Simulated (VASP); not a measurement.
# HfN (Fm-3m) in VASP: notebook, part 2 of 2

VASP 6.6.1. Earlier steps stand in the parts before.

## (4) Single point, LDA

This run uses another cell than the first one, of 11.18 Å³/atom, 1.058 times its volume.

File INCAR:

```
SYSTEM = HfN
ALGO     = Normal         ! electronic algorithm
EDIFF    = 1E-6           ! SCF threshold, eV
ENCUT    = 600            ! plane-wave cutoff, eV
GGA_COMPAT= .FALSE.      
ISIF     = 2              ! what is computed and relaxed
ISMEAR   = -1             ! smearing method
LASPH    = .TRUE.         ! aspherical terms in the spheres
LCHARG   = .FALSE.        ! write CHGCAR
LREAL    = .FALSE.        ! projectors in reciprocal space
LWAVE    = .FALSE.        ! write WAVECAR
NBANDS   = 14             ! bands
NELM     = 120            ! most SCF steps
PREC     = Accurate       ! precision mode
SIGMA    = 0.1            ! smearing width, eV
```

File KPOINTS:

```
k-points
0
G
  11 11 11
  0 0 0
```

File POSCAR:

```
HfN
1.0
    0.0000000000      2.2357657262      2.2357657262
    2.2357657262      0.0000000000      2.2357657262
    2.2357657262      2.2357657262      0.0000000000
Hf N
1 1
Direct
    0.0000000000      0.0000000000      0.0000000000
    0.5000000000      0.5000000000      0.5000000000
```

Potentials or basis: VASP PAW LDA potentials, release 64 (Hf_pv, N).

Run with:

```
$ cat potpaw_LDA.64/Hf_pv/POTCAR potpaw_LDA.64/N/POTCAR > POTCAR
$ mpirun -np 1 vasp_std > vasp.out
```

OUTCAR:

```text
SYSTEM = HfN
   EDIFF = 1E-6
   ENCUT = 600
   ISIF = 2
   ISMEAR = -1
   LASPH = .TRUE.
   LREAL = .FALSE.
   NELM = 120
   PREC = Accurate

 ion  position               nearest neighbor table
   1  0.000  0.000  0.000-   2 2.24   2 2.24   2 2.24   2 2.24   2 2.24   2 2.24
   2  0.500  0.500  0.500-   1 2.24   1 2.24   1 2.24   1 2.24   1 2.24   1 2.24

  LATTYP: Found a face centered cubic cell.
 ALAT       =     4.4715314524

  Lattice vectors:

 A1 = (   0.0000000000,   2.2357657262,   2.2357657262)
 A2 = (   2.2357657262,   0.0000000000,   2.2357657262)
 A3 = (   2.2357657262,   2.2357657262,   0.0000000000)

Analysis of symmetry for initial positions (statically):
=====================================================================
 Subroutine PRICEL returns:
 Original cell was already a primitive cell.

 Routine SETGRP: Setting up the symmetry group for a
 face centered cubic supercell.

 Subroutine GETGRP returns: Found 48 space group operations
 (whereof 48 operations were pure point group operations)
 out of a pool of 48 trial point group operations.

The static configuration has the point symmetry O_h .

Analysis of symmetry for dynamics (positions and initial velocities):
=====================================================================
 Subroutine PRICEL returns:
[... 170 lines left out ...]
      5       5.4943      2.00000
      6       5.4943      2.00000
      7       5.4943      2.00000
      8       8.0690      1.94792
      9       8.0690      1.94792
     10       8.0690      1.94792
     11      10.4624      0.00000
     12      10.4624      0.00000
     13      10.7728      0.00000
     14      18.2016      0.00000
[... 377 lines left out ...]
      1     -22.9577      2.00000
      2     -22.5642      2.00000
      3     -22.3747      2.00000
      4      -7.2772      2.00000
      5       1.4342      2.00000
      6       2.8470      2.00000
      7       3.6708      2.00000
      8       9.3652      0.00018
      9       9.5362      0.00003
     10      11.6882      0.00000
     11      11.9307      0.00000
     12      15.0027      0.00000
     13      15.9315      0.00000
     14      19.9621      0.00000

 [... further k-points ...]
[... 5 lines left out ...]
  --------------------------------------------------------------------------------------
  -------------------------------------------------------------------------------------
  Total       -0.2584068     -0.2584068     -0.2584068     -0.0000000     -0.0000000      0.0000000
  in kB      -18.5227573    -18.5227573    -18.5227573     -0.0000000     -0.0000000      0.0000000
  external PRESSURE =     -18.5227573 kB  Pullay stress =       0.0000000 kB

 VOLUME and BASIS-vectors are now :
 -----------------------------------------------------------------------------
  energy-cutoff  :      600.00
  volume of cell :       22.35
      direct lattice vectors                 reciprocal lattice vectors
     0.000000000  2.235765726  2.235765726    -0.223637027  0.223637027  0.223637027
     2.235765726  0.000000000  2.235765726     0.223637027 -0.223637027  0.223637027
     2.235765726  2.235765726  0.000000000     0.223637027  0.223637027 -0.223637027

 POSITION                                       TOTAL-FORCE (eV/Angst)
 -----------------------------------------------------------------------------------
      0.00000      0.00000      0.00000         0.000000      0.000000      0.000000
      2.23577      2.23577      2.23577        -0.000000     -0.000000     -0.000000
 -----------------------------------------------------------------------------------
    total drift:                                0.000000      0.000000      0.000000

  FREE ENERGIE OF THE ION-ELECTRON SYSTEM (eV)
  ---------------------------------------------------
  free  energy   TOTEN  =       -23.8750618989 eV

  energy  without entropy=      -23.8529829447  energy(sigma->0) =      -23.86402242
```

OSZICAR:

```text
N       E                     dE             d eps       ncg     rms          rms(c)
DAV:   1     0.385692391593E+02    0.38569E+02   -0.85674E+03  1568   0.114E+03
DAV:   2    -0.249665569221E+02   -0.63536E+02   -0.59583E+02  2032   0.241E+02
DAV:   3    -0.268580702506E+02   -0.18915E+01   -0.18820E+01  1850   0.326E+01
DAV:   4    -0.268650022640E+02   -0.69320E-02   -0.69232E-02  1874   0.233E+00
DAV:   5    -0.268650438629E+02   -0.41599E-04   -0.41598E-04  1834   0.153E-01    0.534E+01
DAV:   6    -0.240240126285E+02    0.28410E+01   -0.83732E+00  1688   0.222E+01    0.455E+01
DAV:   7    -0.239112129894E+02    0.11280E+00   -0.43194E-01  1958   0.527E+00    0.276E+01
DAV:   8    -0.238796733244E+02    0.31540E-01   -0.11144E-01  1988   0.273E+00    0.494E+00
DAV:   9    -0.238752439091E+02    0.44294E-02   -0.13185E-02  1814   0.897E-01    0.189E+00
DAV:  10    -0.238750864936E+02    0.15742E-03   -0.91359E-04  2048   0.273E-01    0.351E-01
DAV:  11    -0.238750624863E+02    0.24007E-04   -0.65858E-05  1760   0.774E-02    0.536E-02
DAV:  12    -0.238750618989E+02    0.58741E-06   -0.59845E-06  2020   0.208E-02
   1 F= -.23875062E+02 E0= -.23864022E+02  d E =-.220790E-01
```

It used 37 s of CPU time on 1 thread of AMD EPYC 7R13 Processor (Zen 3), on a shared host.

Results:

```
Free energy : -23.8751 eV
Pressure    : -1.9 GPa
```

Levels at points of the mesh, in eV from the Fermi level:
```csv
k point,band 6,band 7,band 8,band 9,band 10,band 11
"(0.00, 0.00, 0.00)",-2.94,-2.94,-0.36,-0.36,-0.36,2.03
```

Caveat: spin-orbit coupling is left out, which moves the levels of the heavy elements.

## (5) Single point, LDA

This run uses another cell than the first one, of 11.79 Å³/atom, 1.116 times its volume.

File INCAR:

```
PREC     = Accurate       # precision mode
ENCUT    = 600            # plane-wave cutoff, eV
EDIFF    = 1E-6           # SCF threshold, eV
ISMEAR   = -1             # smearing method
SIGMA    = 0.1            # smearing width, eV
LREAL    = F              # projectors in reciprocal space
LASPH    = T              # aspherical terms in the spheres
NELM     = 120            # most SCF steps
ALGO     = Normal         # electronic algorithm
ISIF     = 2              # what is computed and relaxed
LWAVE    = F              # write WAVECAR
LCHARG   = F              # write CHGCAR
NBANDS   = 14             # bands
GGA_COMPAT= F
```

File KPOINTS:

```
regular mesh
0
Gamma
  11 11 11
```

File POSCAR:

```
HfN
1.0
    0.0000000000      2.2758776762      2.2758776762
    2.2758776762      0.0000000000      2.2758776762
    2.2758776762      2.2758776762      0.0000000000
Hf N
1 1
Direct
    0.0000000000      0.0000000000      0.0000000000
    0.5000000000      0.5000000000      0.5000000000
```

Potentials or basis: VASP PAW LDA potentials, release 64 (Hf_pv, N).

Run with:

```
$ cat potpaw_LDA.64/Hf_pv/POTCAR potpaw_LDA.64/N/POTCAR > POTCAR
$ mpirun -np 1 vasp_std > vasp.out
```

OUTCAR:

```text
PREC = Accurate
   ENCUT = 600
   EDIFF = 1E-6
   ISMEAR = -1
   LREAL = F
   LASPH = T
   NELM = 120
   ISIF = 2

 ion  position               nearest neighbor table
   1  0.000  0.000  0.000-   2 2.28   2 2.28   2 2.28   2 2.28   2 2.28   2 2.28
   2  0.500  0.500  0.500-   1 2.28   1 2.28   1 2.28   1 2.28   1 2.28   1 2.28

  LATTYP: Found a face centered cubic cell.
 ALAT       =     4.5517553524

  Lattice vectors:

 A1 = (   0.0000000000,   2.2758776762,   2.2758776762)
 A2 = (   2.2758776762,   0.0000000000,   2.2758776762)
 A3 = (   2.2758776762,   2.2758776762,   0.0000000000)

Analysis of symmetry for initial positions (statically):
=====================================================================
 Subroutine PRICEL returns:
 Original cell was already a primitive cell.

 Routine SETGRP: Setting up the symmetry group for a
 face centered cubic supercell.

 Subroutine GETGRP returns: Found 48 space group operations
 (whereof 48 operations were pure point group operations)
 out of a pool of 48 trial point group operations.

The static configuration has the point symmetry O_h .

Analysis of symmetry for dynamics (positions and initial velocities):
[... 166 lines left out ...]
 k-point     1 :       0.0000    0.0000    0.0000
  band No.  band energies     occupation
      1     -23.0322      2.00000
      2     -23.0322      2.00000
      3     -23.0322      2.00000
      4      -9.1091      2.00000
      5       5.0683      2.00000
      6       5.0683      2.00000
      7       5.0683      2.00000
      8       7.6111      1.93110
      9       7.6111      1.93110
     10       7.6111      1.93110
     11       9.7653      0.00000
     12       9.8430      0.00000
     13       9.8430      0.00000
     14      17.5908      0.00000
[... 377 lines left out ...]
      1     -23.5385      2.00000
      2     -23.2202      2.00000
      3     -23.0659      2.00000
      4      -7.6188      2.00000
      5       1.1696      2.00000
      6       2.5924      2.00000
      7       3.3204      2.00000
      8       8.8254      0.00030
      9       8.9906      0.00006
     10      10.9420      0.00000
     11      11.1207      0.00000
     12      14.0418      0.00000
     13      14.9359      0.00000
     14      19.2253      0.00000

 [... further k-points ...]
[... 5 lines left out ...]
  --------------------------------------------------------------------------------------
  -------------------------------------------------------------------------------------
  Total       -2.3681223     -2.3681223     -2.3681223      0.0000000     -0.0000000      0.0000000
  in kB     -160.9303572   -160.9303572   -160.9303572      0.0000000     -0.0000000      0.0000000
  external PRESSURE =    -160.9303572 kB  Pullay stress =       0.0000000 kB

 VOLUME and BASIS-vectors are now :
 -----------------------------------------------------------------------------
  energy-cutoff  :      600.00
  volume of cell :       23.58
      direct lattice vectors                 reciprocal lattice vectors
     0.000000000  2.275877676  2.275877676    -0.219695463  0.219695463  0.219695463
     2.275877676  0.000000000  2.275877676     0.219695463 -0.219695463  0.219695463
     2.275877676  2.275877676  0.000000000     0.219695463  0.219695463 -0.219695463

 POSITION                                       TOTAL-FORCE (eV/Angst)
 -----------------------------------------------------------------------------------
      0.00000      0.00000      0.00000        -0.000000     -0.000000      0.000000
      2.27588      2.27588      2.27588         0.000000      0.000000     -0.000000
 -----------------------------------------------------------------------------------
    total drift:                                0.000000      0.000000      0.000000

  FREE ENERGIE OF THE ION-ELECTRON SYSTEM (eV)
  ---------------------------------------------------
  free  energy   TOTEN  =       -23.8050761126 eV

  energy  without entropy=      -23.7818880286  energy(sigma->0) =      -23.79348207
```

It used 34 s of CPU time on 1 thread of AMD EPYC 7R13 Processor (Zen 3), on a shared host.

Results:

```yaml
Free_energy: -23.8051 eV
Pressure: -16.1 GPa
```

Levels at points of the mesh, in eV from the Fermi level:
```csv
k point,band 6,band 7,band 8,band 9,band 10,band 11
"(0.00, 0.00, 0.00)",-2.88,-2.88,-0.33,-0.33,-0.33,1.82
```

Caveat: spin-orbit coupling is left out, which moves the levels of the heavy elements.

## (6) Single point, LDA

This run uses another cell than the first one, of 12.09 Å³/atom, 1.145 times its volume.

INCAR: that of step 5 with these lines changed.

```diff
@@ -11,3 +11,5 @@
 LWAVE    = F              # write WAVECAR
-LCHARG   = F              # write CHGCAR
+LCHARG   = T              # write CHGCAR
+LELF     = T              # ELF
+LVHAR    = T            
 NBANDS   = 14             # bands
```

KPOINTS is that of step 5.

File POSCAR:

```
HfN
1.0
    0.0000000000      2.2954140625      2.2954140625
    2.2954140625      0.0000000000      2.2954140625
    2.2954140625      2.2954140625      0.0000000000
Hf N
1 1
Direct
    0.0000000000      0.0000000000      0.0000000000
    0.5000000000      0.5000000000      0.5000000000
```

Potentials or basis: VASP PAW LDA potentials, release 64 (Hf_pv, N).

Run with:

```
$ cat potpaw_LDA.64/Hf_pv/POTCAR potpaw_LDA.64/N/POTCAR > POTCAR
$ mpirun -np 1 vasp_std > vasp.out
```

It used 36 s of CPU time on 1 thread of AMD EPYC 7R13 Processor (Zen 3) (shared host).

Results (log left out):

* Free energy: -23.7330 eV
* Pressure: -21.8 GPa

Levels at points of the mesh, in eV from the Fermi level:
```tsv
k point	band 6	band 7	band 8	band 9	band 10	band 11
(0.00, 0.00, 0.00)	-2.84	-2.84	-0.32	-0.32	-0.32	1.58
```

Caveat: spin-orbit coupling is left out, which moves the levels of the heavy elements.

## (7) Single point, LDA

This run uses another cell than the first one, of 12.40 Å³/atom, 1.174 times its volume.

File INCAR:

```
SYSTEM = HfN
ALGO = Normal
EDIFF = 1E-6
ENCUT = 600
GGA_COMPAT = .False.
ISIF = 2
ISMEAR = -1
LASPH = .True.
LCHARG = .False.
LREAL = .False.
LWAVE = .False.
NBANDS = 14
NELM = 120
PREC = Accurate
SIGMA = 0.1
```

File KPOINTS:

```
k-points
0
Gamma
  11 11 11
  0 0 0
```

File POSCAR:

```
HfN
1.0
    0.0000000000      2.3146234414      2.3146234414
    2.3146234414      0.0000000000      2.3146234414
    2.3146234414      2.3146234414      0.0000000000
Hf N
1 1
Direct
    0.0000000000      0.0000000000      0.0000000000
    0.5000000000      0.5000000000      0.5000000000
```

Run with:

```
$ cat potpaw_LDA.64/Hf_pv/POTCAR potpaw_LDA.64/N/POTCAR > POTCAR
$ mpirun -np 1 vasp_std > vasp.out
```

It used 31 s of CPU time on 1 thread of AMD EPYC 7R13 Processor (Zen 3), on a shared host.

The run converged. Its results:

```yaml
Free_energy: -23.6406 eV
Pressure: -26.7 GPa
```

Levels at points of the mesh, in eV from the Fermi level:
```tsv
k point	band 4	band 5	band 6	band 7	band 8	band 9	band 10	band 11	band 12	band 13
(0.00, 0.00, 0.00)	-16.75	-2.81	-2.81	-2.81	-0.31	-0.31	-0.31	1.36	1.78	1.78
```

Caveat: spin-orbit coupling is left out, which moves the levels of the heavy elements.

## (8) Summary

| cell | gap on the mesh (eV) | pressure (GPa) |
| --- | --- | --- |
| a = 3.103 Å, angles 60.0°, 2 atoms | none | 17.3 |
| a = 3.133 Å, angles 60.0°, 2 atoms | none | 7.0 |
| a = 3.162 Å, angles 60.0°, 2 atoms | none | -1.9 |
| a = 3.219 Å, angles 60.0°, 2 atoms | none | -16.1 |
| a = 3.246 Å, angles 60.0°, 2 atoms | none | -21.8 |
| a = 3.273 Å, angles 60.0°, 2 atoms | none | -26.7 |

Alike in all rows: task single point; level LDA; potentials or basis VASP PAW LDA potentials, release 64 (Hf_pv, N); no spin polarisation; k mesh 11 × 11 × 11; cutoff (eV) 600; smearing fermi-dirac 0.1 eV.

Caveats: spin-orbit coupling is left out, which moves the levels of the heavy elements.

Absolute energies hang on the potentials; compare differences alone.
